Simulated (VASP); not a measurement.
Input of a VASP 6.6.1 run:

Contents of INCAR:

```
PREC     = Accurate       # precision mode
ENCUT    = 520            # plane-wave cutoff, eV
EDIFF    = 1E-6           # SCF threshold, eV
ISMEAR   = -1             # smearing method
SIGMA    = 0.05           # smearing width, eV
LREAL    = False          # projectors in reciprocal space
LASPH    = True           # aspherical terms in the spheres
NELM     = 150            # most SCF steps
ALGO     = Normal         # electronic algorithm
ISIF     = 2              # what is computed and relaxed
LWAVE    = False          # write WAVECAR
LCHARG   = False          # write CHGCAR
MAGMOM   = 0 0 0 0 0 0    # initial moments
LORBIT   = 11             # projections on sites
LSORBIT  = True           # spin-orbit coupling
GGA_COMPAT= False        
LORBMOM  = True         
LMAXMIX  = 4              # l up to which the mixer works
GGA      = PS             # functional
NBANDS   = 30             # bands
```

Contents of KPOINTS:

```
regular mesh
0
Gamma
  8 8 8
```

The input POSCAR:

```
CuI
1.0
    0.0000000000      2.9696152886      2.9696152886
    2.9696152886      0.0000000000      2.9696152886
    2.9696152886      2.9696152886      0.0000000000
I Cu
1 1
Direct
    0.0000000000      0.0000000000      0.0000000000
    0.7500000000      0.7500000000      0.7500000000
```

Potentials or basis: VASP PAW PBE potentials, release 64 (I, Cu).

Launch:

```console
$ cat potpaw_PBE.64/I/POTCAR potpaw_PBE.64/Cu/POTCAR > POTCAR
$ mpirun -np 1 vasp_ncl > vasp.out
```

Task: What does it give for the net moment?

Result: 0.00 μB per cell.

Task: What does it give for the pressure?

Result: 0.2 GPa.

Moments on the atoms (μB; x, y, z):
```
I   0.00 0.00 0.00
Cu  0.00 0.00 0.00
```

Caveat: the PAW data sets were made with another functional, which shifts forces and pressure a little.
